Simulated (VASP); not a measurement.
Here is a VASP 6.6.1 calculation.

File POSCAR:

```
ZnS
1.0
    0.0000000000      2.7084924375      2.7084924375
    2.7084924375      0.0000000000      2.7084924375
    2.7084924375      2.7084924375      0.0000000000
Zn S
1 1
Direct
    0.2500000000      0.2500000000      0.2500000000
    0.0000000000      0.0000000000      0.0000000000
```

Contents of INCAR.step1:

```
PREC = Accurate
ENCUT = 550
ISMEAR = 0
SIGMA = 0.05
LREAL = F
LASPH = T
NELM = 120
NBANDS = 16
GGA = PE
ALGO = Normal
EDIFF = 1E-5
LWAVE = T
LCHARG = F
GGA_COMPAT = F
```

Contents of INCAR.step2:

```
PREC = Accurate
ENCUT = 550
EDIFF = 1E-6
ISMEAR = 0
SIGMA = 0.05
LREAL = F
LASPH = T
NELM = 120
ALGO = Normal
ISIF = 2
LWAVE = F
LCHARG = F
METAGGA = R2SCAN
LMIXTAU = T
NBANDS = 16
ISTART = 1
GGA_COMPAT = F
```

File KPOINTS:

```
Automatic mesh
0
Gamma
  6 6 6
```

Potentials or basis: VASP PAW PBE potentials, release 64 (Zn, S).

The run is started by

```bash
$ cat potpaw_PBE.64/Zn/POTCAR potpaw_PBE.64/S/POTCAR > POTCAR
$ cp INCAR.step1 INCAR
$ mpirun -np 1 vasp_std > vasp.out
$ cp INCAR.step2 INCAR
$ mpirun -np 1 vasp_std > vasp.out
```

Question: Predict the band gap on the k mesh.

Answer: 2.64 eV.

Question: Estimate the pressure.

Answer: -1.2 GPa.

Caveat: the PAW data sets were made with another functional, which shifts forces and pressure a little. r2SCAN opens gaps a little over a GGA but as a rule still falls short of measured ones.
